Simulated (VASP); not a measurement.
# C in VASP: single point with PBE+D3(BJ)

Aim: the single point of C with PBE+D3(BJ).

Everything below comes from runs of VASP 6.6.1. Logs are shortened: lines on timing, memory, paths and dates and some standing lists are left out, and cuts for length are marked.

## 1. The cell of the first run

The cell holds a slab with vacuum, 4 atoms: a = 2.466 Å, b = 2.466 Å, c = 17.500 Å, α = 90.00°, β = 90.00°, γ = 120.00°.

## 2. Single point, PBE+D3(BJ)

Input file INCAR:

```
SYSTEM = C
ALGO = Normal
DIPOL = 0.5 0.5 0.359
EDIFF = 1E-6
ENCUT = 520
GGA = PE
IDIPOL = 3
ISIF = 2
ISMEAR = 0
IVDW = 12
LASPH = .TRUE.
LCHARG = .FALSE.
LDIPOL = .TRUE.
LREAL = .FALSE.
LWAVE = .FALSE.
NBANDS = 16
NELM = 80
PREC = Accurate
SIGMA = 0.1
```

Input file KPOINTS:

```
k-points
0
G
  15 15 1
  0 0 0
```

Input file POSCAR:

```
C
1.0
    2.4657189597      0.0000000000      0.0000000000
   -1.2328594799      2.1353752577      0.0000000000
    0.0000000000      0.0000000000     17.5000000000
C
4
Direct
    0.3333333333      0.6666666667      0.2571428571
    0.6666666667      0.3333333333      0.2571428571
    0.3333333333      0.6666666667      0.4605714286
    0.6666666667      0.3333333333      0.4605714286
```

Potentials or basis: VASP PAW PBE potentials, release 64 (C).

On the command line:

```console
$ cat potpaw_PBE.64/C/POTCAR > POTCAR
$ mpirun -np 1 vasp_std > vasp.out
```

OUTCAR:

```text
SYSTEM = C
   EDIFF = 1E-6
   ENCUT = 520
   GGA = PE
   ISIF = 2
   ISMEAR = 0
   IVDW = 12
   LASPH = .TRUE.
   LREAL = .FALSE.
   NELM = 80
   PREC = Accurate
 IVDW          = 12

 ion  position               nearest neighbor table
   1  0.333  0.667  0.257-   2 1.42   2 1.42   2 1.42
   2  0.667  0.333  0.257-   1 1.42   1 1.42   1 1.42
   3  0.333  0.667  0.461-   4 1.42   4 1.42   4 1.42
   4  0.667  0.333  0.461-   3 1.42   3 1.42   3 1.42

  LATTYP: Found a hexagonal cell.
 ALAT       =     2.4657189597
 C/A-ratio  =     7.0973214247

  Lattice vectors:

 A1 = (   2.4657189597,   0.0000000000,   0.0000000000)
 A2 = (  -1.2328594799,   2.1353752577,   0.0000000000)
 A3 = (   0.0000000000,   0.0000000000,  17.5000000000)

Analysis of symmetry for initial positions (statically):
=====================================================================
 Subroutine PRICEL returns:
 Original cell was already a primitive cell.

 Routine SETGRP: Setting up the symmetry group for a
 hexagonal supercell.

 Subroutine GETGRP returns: Found 24 space group operations
 (whereof 12 operations were pure point group operations)
 out of a pool of 24 trial point group operations.

The static configuration has the point symmetry C_6v.
 The point group associated with its full space group is D_6h.

Analysis of symmetry for dynamics (positions and initial velocities):
=====================================================================
 Subroutine PRICEL returns:
 Original cell was already a primitive cell.

 Routine SETGRP: Setting up the symmetry group for a
 hexagonal supercell.

 Subroutine GETGRP returns: Found 24 space group operations
 (whereof 12 operations were pure point group operations)
 out of a pool of 24 trial point group operations.

The dynamic configuration has the point symmetry C_6v.
 The point group associated with its full space group is D_6h.

 Subroutine INISYM returns: Found 24 space group operations
 (whereof 12 operations are pure point group operations),
 and found     1 'primitive' translations

----------------------------------------------------------------------------------------

                                     Primitive cell

  volume of cell :      92.1416

  direct lattice vectors                    reciprocal lattice vectors
     2.465718960  0.000000000  0.000000000     0.405561224  0.234150882  0.000000000
    -1.232859480  2.135375258  0.000000000     0.000000000  0.468301764  0.000000000
     0.000000000  0.000000000 17.500000000     0.000000000  0.000000000  0.057142857

  length of vectors
     2.465718960  2.465718960 17.500000000     0.468301764  0.468301764  0.057142857

[... 97 lines left out ...]
   EMIN   =  10.00;   EMAX   =-10.00  energy-range for DOS
   EFERMI =   0.00;   METHOD = LEGACY
   ISMEAR =     0;   SIGMA  =   0.10  broadening in eV -4-tet -1-fermi 0-gaus
   EFERMI_NEDOS =   21; number of points for ismear=-14 and -15
   IALGO  =     38    algorithm
   IMIX   =      4    mixing-type and parameters
     AMIX     =   0.40;   BMIX     =  1.00
     AMIX_MAG =   1.60;   BMIX_MAG =  1.00
  volume/ion in A,a.u.               =      23.04       155.45
  Fermi-wavevector in a.u.,A,eV,Ry     =   0.913334  1.725951 11.349690  0.834179
  Thomas-Fermi vector in A             =   2.037833
   LORBIT       =      0    0 simple, 1 ext, 2 COOP (PROOUT), +10 PAW based schemes
   GGA     = PE    functional components
   LHFCALC =     F    Hartree Fock is set to
   AEXX    =    0.0000 exact exchange contribution
   IVDW    =    12    specifies the selected vdW correction
   LEPSILON=     F    determine dielectric tensor
   LRPA    =     F    only Hartree local field effects (RPA)
 non-spin polarized calculation
 Gauss-broadening in eV      SIGMA  =   0.10
  energy-cutoff  :      520.00
  volume of cell :       92.14
 maximum number of plane-waves:      2521
   NGX =  9   NGY =  9   NGZ = 65

 dipolmoment           0.000000      0.000000      0.000146 electrons x Angstroem

 number of electron      15.9999998 magnetization

 dipolmoment           0.000000      0.000000     -0.000001 electrons x Angstroem

 Free energy of the ion-electron system (eV)
  ---------------------------------------------------
  ext. energy  EPLUGINS =         0.00000000
  ---------------------------------------------------
  free energy    TOTEN  =       -36.87875947 eV

  energy without entropy =      -36.87875155  energy(sigma->0) =      -36.87875551

 E-fermi :  -0.8233     XC(G=0):  -4.4671

 val. band max:       -1.0585356272   @ k =   0.3333   0.3333   0.0000
 cond. band min:      -0.5879910158   @ k =   0.3333   0.3333   0.0000
 fundamental gap:      0.4705446115
 Fermi energy:        -0.8232633225

 k-point     1 :       0.0000    0.0000    0.0000
  band No.  band energies     occupation
      1     -20.3916      2.00000
      2     -20.2974      2.00000
      3      -8.7961      2.00000
      4      -8.0765      2.00000
      5      -3.8669      2.00000
      6      -3.8669      2.00000
[... 433 lines left out ...]
      3     -13.5312      2.00000
      4     -13.4771      2.00000
      5      -9.6810      2.00000
      6      -9.6482      2.00000
[... 8 lines left out ...]
     15      10.9522      0.00000
     16      11.2527      0.00000

 [... further k-points ...]

------------------------ aborting loop because EDIFF is reached ----------------------------------------

 vacuum level on the upper side and lower side of the slab       (xc-potential included)        -0.165        -0.183

 Edisp (eV)   -0.46032

 E8    (eV) :    -0.1368

  FORCE on cell =-STRESS in cart. coord.  units (eV):
  Direction    XX          YY          ZZ          XY          YZ          ZX
  --------------------------------------------------------------------------------------
  -------------------------------------------------------------------------------------
  Total       0.09964     0.09964    -0.01400    -0.00000    -0.00000    -0.00000
  in kB       1.73251     1.73251    -0.24339    -0.00000    -0.00000    -0.00000
  external pressure =        1.07 kB  Pullay stress =        0.00 kB

 VOLUME and BASIS-vectors are now :
 -----------------------------------------------------------------------------
  energy-cutoff  :      520.00
  volume of cell :       92.14
      direct lattice vectors                 reciprocal lattice vectors
     2.465718960  0.000000000  0.000000000     0.405561224  0.234150882  0.000000000
    -1.232859480  2.135375258  0.000000000     0.000000000  0.468301764  0.000000000
     0.000000000  0.000000000 17.500000000     0.000000000  0.000000000  0.057142857

 POSITION                                       TOTAL-FORCE (eV/Angst)
 -----------------------------------------------------------------------------------
     -0.00000      1.42358      4.50000         0.000000      0.000000     -0.001593
      1.23286      0.71179      4.50000        -0.000000      0.000000     -0.001593
     -0.00000      1.42358      8.06000         0.000000      0.000000      0.001593
      1.23286      0.71179      8.06000        -0.000000     -0.000000      0.001593
 -----------------------------------------------------------------------------------
    total drift:                               -0.000000     -0.000000     -0.000034

  FREE ENERGIE OF THE ION-ELECTRON SYSTEM (eV)
  ---------------------------------------------------
  free  energy   TOTEN  =       -37.3390795704 eV

  energy  without entropy=      -37.3390716567  energy(sigma->0) =      -37.33907561

 vacuum level on the upper side and lower side of the slab         3.358         3.358
```

Run time: 24 s. Hardware: 1 thread of Intel Xeon 6975P-C (Granite Rapids), shared host; peak memory 0.2 GiB.

Results:

| Property | Result |
| --- | --- |
| Free energy | -37.3391 eV |
| Band gap on the k mesh | 0.47 eV, direct |
| Dispersion energy per atom | -0.115 eV |
